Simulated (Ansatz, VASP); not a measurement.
## Two plane-wave programs on Te2Mo

Contents of INCAR:

```
SYSTEM = Te2Mo
  ALGO = Normal
  EDIFF = 1E-6
  ENCUT = 520
  GGA = PE
  ISIF = 2
  ISMEAR = 0
  LASPH = .True.
  LCHARG = .True.
  LELF = .True.
  LREAL = .False.
  LVHAR = .True.
  LWAVE = .False.
  NBANDS = 35
  NELM = 60
  PREC = Accurate
  SIGMA = 0.05
```

KPOINTS

```
k-points
0
Gamma
  9 9 1
  0 0 0
```

POSCAR

```
Te2Mo
1.0
    3.5549909197      0.0000000000      0.0000000000
   -1.7774954599      3.0787124467      0.0000000000
    0.0000000000      0.0000000000     35.0365360304
Te Mo
4 2
Direct
    0.3333333333      0.6666666667      0.4460580811
    0.3333333333      0.6666666667      0.9483984951
    0.3333333333      0.6666666667      0.0516015049
    0.3333333333      0.6666666667      0.5539419189
    0.0000000000      0.0000000000      0.0000000000
    0.0000000000      0.0000000000      0.5000000000
```

Input for Ansatz:

```yaml
crystal:
  lattice:
    - [3.5549909197, 0.0, 0.0]
    - [-1.7774954599, 3.0787124467, 0.0]
    - [0.0, 0.0, 35.0365360304]
  atoms:
    - { symbol: Te, position: [0.3333333333, 0.6666666667, 0.4460580811] }
    - { symbol: Te, position: [0.3333333333, 0.6666666667, 0.9483984951] }
    - { symbol: Te, position: [0.3333333333, 0.6666666667, 0.0516015049] }
    - { symbol: Te, position: [0.3333333333, 0.6666666667, 0.5539419189] }
    - { symbol: Mo, position: [0.0, 0.0, 0.0] }
    - { symbol: Mo, position: [0.0, 0.0, 0.5] }
basis:
  ecutwfc: 420
kpoints:
  mp_grid: { grid: [9, 9, 1] }
hamiltonian:
  xc: pbe
  pseudopotentials: { kind: paw, azcp: { folder: soft_1 } }
scf:
  occupations: { method: gaussian, width: 0.05 }
output:
  forces: true
  stress: true
  eigenvalues: true
```

Change from the starting cell: mode 7 frozen in at +0.000 Å and mode 12 at -0.082 Å (largest displacements).

Alike in both runs: task single point; functional PBE; k mesh 9 × 9 × 1; occupations gaussian, width 0.05 eV; no spin polarisation.

|  | VASP | Ansatz |
| --- | --- | --- |
| version | VASP 6.6.1 | Ansatz 0.2.0 |
| potentials or method | VASP PAW PBE potentials, release 64 (Te, Mo_sv), cutoff 520 eV | scalar-relativistic, plane waves, PAW |
| valence electrons in the cell | 52 | 92 |

```csv
,VASP,Ansatz,Ansatz less VASP
gap on the k mesh at the Fermi level (eV),0.94,0.94,+0.005
least direct gap on the mesh (eV),0.94,0.94,+0.005
rms of the force components (eV/Å),0.321,0.324,+0.0030
```

Atom by atom the forces differ by 0.005 eV/Å (rms over components). With one functional, cell and mesh, what is left measures potentials, basis and numerics. VASP's potentials hold 52 valence electrons a cell and Ansatz's 92, so a difference there can come from the potentials and not from the codes.

Neither program's run includes spin-orbit coupling.
